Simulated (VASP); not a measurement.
Runs of VASP 6.6.1 on LiCl. The structure is that of space group Fm-3m (No. 225), or close to it. The cells are those of the table. 

```csv
task,cell,cutoff (eV),gap on the mesh (eV)
single point,"a = 3.615 Å, angles 60.0°, 2 atoms",520,7.36
single point,"a = 3.578 Å, angles 60.0°, 2 atoms",520,7.57
relaxation of cell and atoms,"relaxed from a = 3.627 Å, angles 60.0°, 2 atoms",600,(c)
single point,"a = 3.503 Å, angles 60.0°, 2 atoms",520,7.66
single point,"a = 3.651 Å, angles 60.0°, 2 atoms",520,7.17
single point,"a = 3.686 Å, angles 60.0°, 2 atoms",520,(b)
single point,"a = 3.541 Å, angles 60.0°, 2 atoms",520,7.62
single point,"a = 3.732 Å, angles 60.0°, 2 atoms",520,(a)
```

Alike in all rows: level r2SCAN; potentials or basis VASP PAW PBE potentials, release 64 (Li_sv, Cl); no spin polarisation; k mesh 8 × 8 × 8; smearing gaussian 0.02 eV.

Estimate the missing entries.

(a) 6.82; (b) 7.01; (c) 7.46.

A k mesh can miss the band edges.
